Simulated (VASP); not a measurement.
Set up this calculation in VASP 6.6.1, as the native input.

| Property | Result |
| --- | --- |
| Task | single point |
| Functional | PBE |
| Potentials or basis | VASP PAW PBE potentials, release 64 (Ga_d, Sb) |
| Cutoff | 520 eV |
| k mesh | 16 × 16 × 16 |
| Occupations | gaussian, width 0.15 eV |
| Spin | no spin polarisation |
| Dipole correction | no |
| Further INCAR settings | ALGO = Normal; EDIFF = 1e-06; NBANDS = 16 |

The structure of GaSb lies in POSCAR:

```
GaSb
1.0
    0.0000000000      3.1379898379      3.1069206316
    3.1379898379      0.0000000000      3.1069206316
    3.1379898379      3.1379898379      0.0000000000
Ga Sb
1 1
Direct
    0.0000000000      0.0000000000      0.0000000000
    0.7500000000      0.7500000000      0.7500000000
```

This cell differs from its parent crystal: strain +0.0100 x Voigt [1, 1, 0, 0, 0, 0].

These files were run (other wordings do the same):

INCAR

```
SYSTEM = GaSb
PREC = Accurate
ENCUT = 520
EDIFF = 1E-6
ISMEAR = 0
SIGMA = 0.15
LREAL = .False.
LASPH = .True.
NELM = 80
ALGO = Normal
ISIF = 2
LWAVE = .False.
LCHARG = .False.
GGA = PE
NBANDS = 16
```

KPOINTS

```
regular mesh
0
Gamma
  16 16 16
  0 0 0
```

Potentials or basis: VASP PAW PBE potentials, release 64 (Ga_d, Sb).

Command:

```sh
$ cat potpaw_PBE.64/Ga_d/POTCAR potpaw_PBE.64/Sb/POTCAR > POTCAR
$ mpirun -np 1 vasp_std > vasp.out
```

Results of the run:

```json
{
 "Pressure": "-0.8 GPa"
}
```

Caveat: the cell differs from its parent crystal (strain +0.0100 x Voigt [1, 1, 0, 0, 0, 0]).

It took 2.9 min on 1 thread of Intel(R) Xeon(R) Platinum 8488C (Sapphire Rapids), with other jobs on the host, peak memory 0.48 GiB.
